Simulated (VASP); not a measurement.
Write the native input for VASP 6.6.1 that does the following.

```yaml
Task: single point
Functional: r2SCAN
Potentials_or_basis: VASP PAW PBE potentials, release 64 (Rb_sv)
Cutoff: 520 eV
k_mesh: 8 × 8 × 8
Occupations: fermi-dirac, width 0.01 eV
Spin: no spin polarisation
Dipole_correction: no
Further_INCAR_settings: ALGO = Normal; EDIFF = 1e-06; NBANDS = 10
```

The system is Rb.

```
CELL_PARAMETERS angstrom
-2.86772 2.86772 2.86772
2.86772 -2.86772 2.86772
2.86772 2.86772 -2.86772
ATOMIC_POSITIONS crystal
Rb 0.00000 0.00000 0.00000
```

These files were run (other wordings do the same):

POSCAR

```
Rb
1.0
   -2.8677202310      2.8677202310      2.8677202310
    2.8677202310     -2.8677202310      2.8677202310
    2.8677202310      2.8677202310     -2.8677202310
Rb
1
Direct
    0.0000000000      0.0000000000      0.0000000000
```

INCAR.step1

```
SYSTEM = Rb
PREC = Accurate
ENCUT = 520
ISMEAR = -1
SIGMA = 0.01
LREAL = .False.
LASPH = .True.
NELM = 100
NBANDS = 10
GGA = PE
ALGO = Normal
EDIFF = 1E-4
LWAVE = .True.
LCHARG = .False.
```

INCAR.step2

```
SYSTEM = Rb
PREC = Accurate
ENCUT = 520
EDIFF = 1E-6
ISMEAR = -1
SIGMA = 0.01
LREAL = .False.
LASPH = .True.
NELM = 100
ALGO = Normal
ISIF = 2
LWAVE = .False.
LCHARG = .True.
METAGGA = R2SCAN
LMIXTAU = .True.
LELF = .True.
LVHAR = .True.
NBANDS = 10
ISTART = 1
```

KPOINTS

```
Automatic mesh
0
Gamma
  8 8 8
  0 0 0
```

Potentials or basis: VASP PAW PBE potentials, release 64 (Rb_sv).

The run is started by

```sh
$ cat potpaw_PBE.64/Rb_sv/POTCAR > POTCAR
$ cp INCAR.step1 INCAR
$ mpirun -np 1 vasp_std > vasp.out
$ cp INCAR.step2 INCAR
$ mpirun -np 1 vasp_std > vasp.out
```

It gave:

| Property | Result |
| --- | --- |
| Pressure | 0.0 GPa |
| Band gap on the k mesh | zero (an odd number of electrons rules out a gap without spin polarisation) |

Caveat: the PAW data sets were made with another functional, which shifts forces and pressure a little.

Run time: 3.4 min on 1 thread of Intel Xeon 8259CL, on a shared host, peak memory 0.25 GiB.
